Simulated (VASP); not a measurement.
# SnO (P4/nmm) in VASP: a series of runs

The runs below take SnO through single point, with HSE06, r2SCAN.

Program: VASP 6.6.1. These are calculated values, not measurements. Logs are shortened: lines on timing, memory, paths and dates and some standing lists are left out, and cuts for length are marked.

## (1) The cell of the first run

The structure is tetragonal, space group P4/nmm (No. 129). Conventional cell: a = 3.679 Å, b = 3.679 Å, c = 4.616 Å, α = 90.00°, β = 90.00°, γ = 90.00°. Sn (site symmetry 4mm) has 4 O at 2.18 Å within 2.9 Å. Within 2.9 Å of O (site symmetry -4m2) lie 4 Sn at 2.18 Å and 4 O at 2.60 Å.

## (2) Single point, HSE06 (strain -3.0%)

POSCAR

```
SnO
1.0
    3.6788104198      0.0000000000      0.0000000000
    0.0000000000      3.6788104198      0.0000000000
    0.0000000000      0.0000000000      4.6156356110
Sn O
2 2
Direct
    0.0000000000      0.5000000000      0.2551525588
    0.5000000000      0.0000000000      0.7448474412
    0.5000000000      0.5000000000      0.0000000000
    0.0000000000      0.0000000000      0.0000000000
```

INCAR.step1

```
SYSTEM = SnO
PREC     = Accurate       ! precision mode
ENCUT    = 520            ! plane-wave cutoff, eV
EDIFF    = 1E-5           ! SCF threshold, eV
ISMEAR   = -1             ! smearing method
SIGMA    = 0.02           ! smearing width, eV
LREAL    = .False.        ! projectors in reciprocal space
LASPH    = .True.         ! aspherical terms in the spheres
NELM     = 120            ! most SCF steps
ALGO     = Normal         ! electronic algorithm
ISIF     = 2              ! what is computed and relaxed
LWAVE    = .True.         ! write WAVECAR
LCHARG   = .False.        ! write CHGCAR
GGA      = PE             ! functional
NBANDS   = 28             ! bands
GGA_COMPAT= .False.      
KPAR     = 4
```

INCAR.step2

```
SYSTEM = SnO
PREC     = Accurate       ! precision mode
ENCUT    = 520            ! plane-wave cutoff, eV
EDIFF    = 1E-6           ! SCF threshold, eV
ISMEAR   = -1             ! smearing method
SIGMA    = 0.02           ! smearing width, eV
LREAL    = .False.        ! projectors in reciprocal space
LASPH    = .True.         ! aspherical terms in the spheres
NELM     = 120            ! most SCF steps
ALGO     = Normal         ! electronic algorithm
ISIF     = 2              ! what is computed and relaxed
LWAVE    = .False.        ! write WAVECAR
LCHARG   = .False.        ! write CHGCAR
GGA      = PE             ! functional
LHFCALC  = .True.         ! exact exchange
HFSCREEN = 0.2079         ! screening, 1/A
PRECFOCK = Normal       
ISTART   = 1            
NBANDS   = 28             ! bands
GGA_COMPAT= .False.      
KPAR     = 4
```

KPOINTS

```
Automatic mesh
0
Gamma
  4 4 4
  0 0 0
```

Potentials or basis: VASP PAW PBE potentials, release 64 (Sn_d, O).

Started as:

```sh
$ cat potpaw_PBE.64/Sn_d/POTCAR potpaw_PBE.64/O/POTCAR > POTCAR
$ cp INCAR.step1 INCAR
$ mpirun -np 4 vasp_std > vasp.out
$ cp INCAR.step2 INCAR
$ mpirun -np 4 vasp_std > vasp.out
```

OUTCAR:

```text
SYSTEM = SnO
   PREC = Accurate
   ENCUT = 520
   EDIFF = 1E-6
   ISMEAR = -1
   LREAL = .False.
   LASPH = .True.
   NELM = 120
   ISIF = 2
   GGA = PE
   LHFCALC = .True.
   HFSCREEN = 0.2079
   PRECFOCK = Normal
   ISTART = 1

 ion  position               nearest neighbor table
   1  0.000  0.500  0.255-   3 2.18   4 2.18   4 2.18   3 2.18   2 3.45   2 3.45   2 3.45   2 3.45
                             2 3.51   2 3.51   2 3.51   2 3.51
   2  0.500  0.000  0.745-   3 2.18   4 2.18   3 2.18   4 2.18   1 3.45   1 3.45   1 3.45   1 3.45
                             1 3.51   1 3.51   1 3.51   1 3.51
   3  0.500  0.500  0.000-   1 2.18   2 2.18   2 2.18   1 2.18
   4  0.000  0.000  0.000-   1 2.18   2 2.18   1 2.18   2 2.18

  LATTYP: Found a simple tetragonal cell.
 ALAT       =     3.6788104198
 C/A-ratio  =     1.2546543813

  Lattice vectors:

 A1 = (   3.6788104198,   0.0000000000,   0.0000000000)
 A2 = (   0.0000000000,   3.6788104198,   0.0000000000)
 A3 = (   0.0000000000,   0.0000000000,   4.6156356110)

Analysis of symmetry for initial positions (statically):
=====================================================================
 Subroutine PRICEL returns:
 Original cell was already a primitive cell.

 Routine SETGRP: Setting up the symmetry group for a
 simple tetragonal supercell.

 Subroutine GETGRP returns: Found 16 space group operations
 (whereof  8 operations were pure point group operations)
 out of a pool of 16 trial point group operations.

The static configuration has the point symmetry D_2d.
 The point group associated with its full space group is D_4h.

Analysis of symmetry for dynamics (positions and initial velocities):
=====================================================================
 Subroutine PRICEL returns:
 Original cell was already a primitive cell.

 Routine SETGRP: Setting up the symmetry group for a
 simple tetragonal supercell.

 Subroutine GETGRP returns: Found 16 space group operations
 (whereof  8 operations were pure point group operations)
 out of a pool of 16 trial point group operations.

The dynamic configuration has the point symmetry D_2d.
 The point group associated with its full space group is D_4h.

 Subroutine INISYM returns: Found 16 space group operations
 (whereof  8 operations are pure point group operations),
 and found     1 'primitive' translations

----------------------------------------------------------------------------------------

                                     Primitive cell

  volume of cell :      62.4664

  direct lattice vectors                    reciprocal lattice vectors
     3.678810420  0.000000000  0.000000000     0.271827000  0.000000000  0.000000000
     0.000000000  3.678810420  0.000000000     0.000000000  0.271827000  0.000000000
     0.000000000  0.000000000  4.615635611     0.000000000  0.000000000  0.216654884

  length of vectors
     3.678810420  3.678810420  4.615635611     0.271827000  0.271827000  0.216654884

  position of ions in fractional coordinates (direct lattice)
     0.000000000  0.500000000  0.255152559
     0.500000000  0.000000000  0.744847441
     0.500000000  0.500000000  0.000000000
     0.000000000  0.000000000  0.000000000

  ion indices of the primitive-cell ions
   primitive index   ion index
                 1           1
                 2           2
                 3           3
                 4           4

----------------------------------------------------------------------------------------

 KPOINTS: Automatic mesh

Automatic generation of k-mesh.
 Grid dimensions read from file:
 generate k-points for:    4    4    4

 Generating k-lattice:

  Cartesian coordinates                     Fractional coordinates (reciprocal lattice)
     0.067956750  0.000000000  0.000000000     0.250000000  0.000000000  0.000000000
     0.000000000  0.067956750  0.000000000     0.000000000  0.250000000  0.000000000
     0.000000000  0.000000000  0.054163721     0.000000000  0.000000000  0.250000000

  Length of vectors
     0.067956750  0.067956750  0.054163721

  Shift w.r.t. Gamma in fractional coordinates (k-lattice)
     0.000000000  0.000000000  0.000000000

 Subroutine IBZKPT returns following result:
 ===========================================

 Found     18 irreducible k-points:

 Following reciprocal coordinates:
            Coordinates               Weight
  0.000000  0.000000  0.000000      1.000000
  0.250000  0.000000  0.000000      4.000000
  0.500000  0.000000  0.000000      2.000000
  0.250000  0.250000  0.000000      4.000000
  0.500000  0.250000  0.000000      4.000000
  0.500000  0.500000  0.000000      1.000000
[... 10 lines left out ...]
  0.500000  0.250000  0.500000      4.000000
  0.500000  0.500000  0.500000      1.000000
   k-points           NKPTS =     18   k-points in BZ     NKDIM =     64   number of bands    NBANDS=     28
   number of dos      NEDOS =    301   number of ions     NIONS =      4
   total plane-waves  NPLWV =  28224
   dimension x,y,z NGX =    28 NGY =   28 NGZ =   36
   dimension x,y,z NGXF=    56 NGYF=   56 NGZF=   72
   ions per type =               2   2
   NGX,Y,Z   is equivalent  to a cutoff of  12.65, 12.65, 12.97 a.u.
   NGXF,Y,Z  is equivalent  to a cutoff of  25.31, 25.31, 25.93 a.u.
 SYSTEM =  SnO
   PREC   = accura    normal or accurate (medium, high low for compatibility)
   ISTART =      1    job   : 0-new  1-cont  2-samecut
   ICHARG =      0    charge: 1-file 2-atom 10-const
   ISPIN  =      1    spin polarized calculation?
   LNONCOLLINEAR =      F non collinear calculations
   LSORBIT =      F    spin-orbit coupling
   LASPH  =      T    aspherical Exc in radial PAW
   ENCUT  =  520.0 eV  38.22 Ry    6.18 a.u.   6.84  6.84  8.58*2*pi/ulx,y,z
   NELM   =    120;   NELMIN=  2; NELMDL=  0     # of ELM steps
   EDIFF  = 0.1E-05   stopping-criterion for ELM
   LREAL  =      F    real-space projection
   EDIFFG = 0.1E-04   stopping-criterion for IOM
   NSW    =      0    number of steps for IOM
   IBRION =     -1    ionic relax: 0-MD 1-quasi-New 2-CG
   NFREE  =      0    steps in history (QN), initial steepest desc. (CG)
   ISIF   =      2    stress and relaxation
   ISYM   =      3    0-nonsym 1-usesym 2-fastsym
   POTIM  = 0.5000    time-step for ionic-motion
   TEBEG  =    0.0;   TEEND  =   0.0 temperature during run
   PSTRESS=    0.0 pullay stress
   NELECT =      40.0000    total number of electrons
   NUPDOWN=      -1.0000    fix difference up-down
   EMIN   =  10.00;   EMAX   =-10.00  energy-range for DOS
   EFERMI =   0.00;   METHOD = LEGACY
   ISMEAR =    -1;   SIGMA  =   0.02  broadening in eV -4-tet -1-fermi 0-gaus
   EFERMI_NEDOS =   21; number of points for ismear=-14 and -15
   IALGO  =     38    algorithm
   IMIX   =      1    mixing-type and parameters
     AMIX     =   0.40;   BMIX     =  1.00
     AMIX_MAG =   1.60;   BMIX_MAG =  1.00
  volume/ion in A,a.u.               =      15.62       105.39
  Fermi-wavevector in a.u.,A,eV,Ry     =   1.411062  2.666520 27.090500  1.991096
  Thomas-Fermi vector in A             =   2.532952
   LORBIT       =      0    0 simple, 1 ext, 2 COOP (PROOUT), +10 PAW based schemes
   GGA     = PE    functional components
   LHFCALC =     T    Hartree Fock is set to
   PRECFOCK=normal    Normal, Fast or Accurate (Low or Medium for compatibility)
   ENCUT4O =  -1.0   cutoff for four orbital integrals eV
   NKREDX  =     1    reduce k-point grid by
   NKREDY  =     1    reduce k-point grid by
   NKREDZ  =     1    reduce k-point grid by
   AEXX    =    0.2500 exact exchange contribution
   HFSCREEN=    0.2079 screening length (either q_TF or 0.3 A-1)
   HFSCREENC=   0.2079 screening length for correlation (either q_TF or 0.3 A-1)
   ENCUTFOCK=  -1.0 apply spherical cutoff to Coloumb kernel
   IVDW    =     0    specifies the selected vdW correction
   LEPSILON=     F    determine dielectric tensor
   LRPA    =     F    only Hartree local field effects (RPA)
 non-spin polarized calculation
  energy-cutoff  :      520.00
  volume of cell :       62.47
 maximum number of plane-waves:      1704
 NGX is ok and might be reduce to    28
  NGX = 24; NGY = 24; NGZ = 28

 number of electron      39.9999998 magnetization

 Free energy of the ion-electron system (eV)
  ---------------------------------------------------
  ext. energy  EPLUGINS =         0.00000000
  ---------------------------------------------------
  free energy    TOTEN  =       -27.84910097 eV

  energy without entropy =      -27.84823297  energy(sigma->0) =      -27.84866697

 E-fermi :   8.3228     XC(G=0):  -8.9866

 val. band max:        8.3228097290   @ k =   0.0000   0.0000   0.2500
 cond. band min:       9.0809935612   @ k =   0.0000   0.0000   0.0000
 fundamental gap:      0.7581838321
 Fermi energy:         8.3228197953

 k-point     1 :       0.0000    0.0000    0.0000
  band No.  band energies     occupation
      1     -16.2234      2.00000
      2     -15.6073      2.00000
      3     -15.6008      2.00000
      4     -15.6008      2.00000
      5     -15.5200      2.00000
      6     -15.5156      2.00000
[... 20 lines left out ...]
     27      15.7911      0.00000
     28      15.9346      0.00000

 k-point     2 :       0.2500    0.0000    0.0000
  band No.  band energies     occupation
      1     -16.1937      2.00000
      2     -15.8348      2.00000
      3     -15.5934      2.00000
      4     -15.5728      2.00000
      5     -15.5714      2.00000
      6     -15.5211      2.00000
[... 20 lines left out ...]
     27      16.3137      0.00000
     28      20.0412      0.00000

 k-point     3 :       0.5000    0.0000    0.0000
  band No.  band energies     occupation
      1     -16.0971      2.00000
      2     -16.0971      2.00000
      3     -15.5659      2.00000
      4     -15.5659      2.00000
      5     -15.5179      2.00000
      6     -15.5179      2.00000
[... 20 lines left out ...]
     27      17.5342      0.00000
     28      17.5342      0.00000

 k-point     4 :       0.2500    0.2500    0.0000
  band No.  band energies     occupation
      1     -16.1921      2.00000
      2     -15.9898      2.00000
      3     -15.6010      2.00000
      4     -15.5601      2.00000
      5     -15.5323      2.00000
      6     -15.5246      2.00000
[... 392 lines left out ...]
     27      19.9865      0.00000
     28      20.3722      0.00000

 k-point    17 :       0.5000    0.2500    0.5000
  band No.  band energies     occupation
      1     -16.1482      2.00000
      2     -16.1482      2.00000
      3     -15.5683      2.00000
      4     -15.5683      2.00000
      5     -15.5261      2.00000
      6     -15.5261      2.00000
[... 20 lines left out ...]
     27      20.3023      0.00000
     28      20.3023      0.00000

 k-point    18 :       0.5000    0.5000    0.5000
  band No.  band energies     occupation
      1     -16.1730      2.00000
      2     -16.1730      2.00000
      3     -15.5354      2.00000
      4     -15.5354      2.00000
      5     -15.5105      2.00000
      6     -15.5105      2.00000
[... 20 lines left out ...]
     27      20.2079      0.00000
     28      20.2079      0.00000

------------------------ aborting loop because EDIFF is reached ----------------------------------------

  FORCE on cell =-STRESS in cart. coord.  units (eV):
  Direction    XX          YY          ZZ          XY          YZ          ZX
  --------------------------------------------------------------------------------------
  -------------------------------------------------------------------------------------
  Total        3.0283263      3.0283263      1.4131969      0.0000000      0.0000000      0.0000000
  in kB       77.6724360     77.6724360     36.2465706      0.0000000      0.0000000      0.0000000
  external PRESSURE =      63.8638142 kB  Pullay stress =       0.0000000 kB

 VOLUME and BASIS-vectors are now :
 -----------------------------------------------------------------------------
  energy-cutoff  :      520.00
  volume of cell :       62.47
      direct lattice vectors                 reciprocal lattice vectors
     3.678810420  0.000000000  0.000000000     0.271827000  0.000000000  0.000000000
     0.000000000  3.678810420  0.000000000     0.000000000  0.271827000  0.000000000
     0.000000000  0.000000000  4.615635611     0.000000000  0.000000000  0.216654884

 POSITION                                       TOTAL-FORCE (eV/Angst)
 -----------------------------------------------------------------------------------
      0.00000      1.83941      1.17769         0.000000      0.000000      0.055717
      1.83941      0.00000      3.43794        -0.000000     -0.000000     -0.055717
      1.83941      1.83941      0.00000         0.000000     -0.000000      0.000000
      0.00000      0.00000      0.00000        -0.000000     -0.000000      0.000000
 -----------------------------------------------------------------------------------
    total drift:                               -0.000001      0.000001     -0.000000

  FREE ENERGIE OF THE ION-ELECTRON SYSTEM (eV)
  ---------------------------------------------------
  free  energy   TOTEN  =       -27.8491009713 eV

  energy  without entropy=      -27.8482329676  energy(sigma->0) =      -27.84866697
```

Run time: 30 min. Hardware: 4 MPI ranks of Intel Xeon Platinum 8259CL at 2.50GHz (Skylake/Cascade Lake), shared host; peak memory 0.3 GiB.

Results:

| Item | Value |
| --- | --- |
| Free energy | -27.8491 eV |
| Pressure | 6.4 GPa |
| Largest force | 0.056 eV/Å |
| Band gap on the k mesh | zero (bands 20 and 21 overlap by 0.94 eV) |

Forces in eV/Å, atoms in the order of the input:
```
Sn   0.000  0.000  0.056
Sn   0.000  0.000 -0.056
O    0.000  0.000  0.000
O    0.000  0.000  0.000
```

Levels at points of the mesh, in eV from the Fermi level:
```tsv
k point	band 16	band 17	band 18	band 19	band 20	band 21	band 22	band 23	band 24	band 25
(0.00, 0.00, 0.00)	-7.79	-4.64	-4.11	-4.11	0.76	3.68	5.21	5.21	5.98	7.22
(0.50, 0.00, 0.00)	-6.39	-6.11	-6.11	-3.71	-3.71	4.50	4.50	7.03	7.03	7.96
(0.50, 0.50, 0.00)	-6.54	-3.38	-3.38	-2.27	-2.27	-0.18	-0.18	5.15	5.15	9.23
(0.00, 0.00, 0.50)	-4.73	-4.13	-4.13	-3.23	-2.24	2.97	3.23	3.23	4.49	8.77
(0.50, 0.00, 0.50)	-6.88	-6.05	-6.05	-2.34	-2.34	3.71	3.71	6.30	6.30	8.50
(0.50, 0.50, 0.50)	-7.20	-3.39	-3.39	-3.38	-3.38	2.51	2.51	5.54	5.54	7.18
```

Caveat: the k points lie up to 0.43 Å⁻¹ apart, too coarse for converged energies and pressures of a metal; the cell differs from its parent crystal (strain -3.0%); the PAW data sets were made with another functional, which shifts forces and pressure a little; spin-orbit coupling is left out, which moves the levels of the heavy elements.

## (3) Single point, r2SCAN, non-collinear spin, zero start, spin-orbit coupling (strain -1.0%)

POSCAR

```
SnO
1.0
    3.7546621811      0.0000000000      0.0000000000
    0.0000000000      3.7546621811      0.0000000000
    0.0000000000      0.0000000000      4.7108033556
Sn O
2 2
Direct
    0.0000000000      0.5000000000      0.2456701158
    0.5000000000      0.0000000000      0.7543298842
    0.5000000000      0.5000000000      0.0000000000
    0.0000000000      0.0000000000      0.0000000000
```

INCAR.step1

```
SYSTEM = SnO
  PREC = Accurate
  ENCUT = 660
  ISMEAR = -1
  SIGMA = 0.02
  LREAL = .FALSE.
  LASPH = .TRUE.
  NELM = 200
  MAGMOM = 0 0 0 0 0 0 0 0 0 0 0 0
  LSORBIT = .TRUE.
  GGA_COMPAT = .FALSE.
  NBANDS = 54
  GGA = PE
  ALGO = Normal
  EDIFF = 1E-5
  LWAVE = .TRUE.
  LCHARG = .FALSE.
```

INCAR.step2

```
SYSTEM = SnO
  PREC = Accurate
  ENCUT = 660
  EDIFF = 1E-6
  ISMEAR = -1
  SIGMA = 0.02
  LREAL = .FALSE.
  LASPH = .TRUE.
  NELM = 200
  ALGO = Normal
  ISIF = 2
  LWAVE = .FALSE.
  LCHARG = .FALSE.
  MAGMOM = 0 0 0 0 0 0 0 0 0 0 0 0
  LORBIT = 11
  LSORBIT = .TRUE.
  GGA_COMPAT = .FALSE.
  LORBMOM = .TRUE.
  METAGGA = R2SCAN
  LMIXTAU = .TRUE.
  NBANDS = 54
  ISTART = 1
```

KPOINTS

```
Automatic mesh
0
G
  6 6 6
  0 0 0
```

Potentials or basis: VASP PAW PBE potentials, release 64 (Sn_d, O).

Started as:

```sh
$ cat potpaw_PBE.64/Sn_d/POTCAR potpaw_PBE.64/O/POTCAR > POTCAR
$ cp INCAR.step1 INCAR
$ mpirun -np 1 vasp_ncl > vasp.out
$ cp INCAR.step2 INCAR
$ mpirun -np 1 vasp_ncl > vasp.out
```

Run time: 14 min. Hardware: 1 thread of Intel Xeon Platinum 8488C (Sapphire Rapids), shared host; peak memory 0.6 GiB.

The run converged. Its results:

| Quantity | Value |
| --- | --- |
| Free energy | -66.9457 eV |
| Pressure | 3.4 GPa |
| Largest force | 0.128 eV/Å |
| Net moment | 0.00 μB per cell |
| Valence electrons inside the program's atomic spheres | Sn 12.15; O 5.06 |

Forces on the atoms (eV/Å):
```
Sn   0.000  0.000  0.128
Sn   0.000  0.000 -0.128
O    0.000  0.000  0.000
O    0.000  0.000  0.000
```

Stress tensor (GPa, compression positive):
```
3.91 0.00 0.00
0.00 3.91 0.00
0.00 0.00 2.45
```

Moments on the atoms (μB; x, y, z):
```
Sn  0.00 0.00 0.00
Sn  0.00 0.00 0.00
O   0.00 0.00 0.00
O   0.00 0.00 0.00
```

Caveat: the cell differs from its parent crystal (strain -1.0%); the cell stands under pressure; the PAW data sets were made with another functional, which shifts forces and pressure a little.

The gap in the log of VASP goes by the Fermi energy; the results here count the filled bands.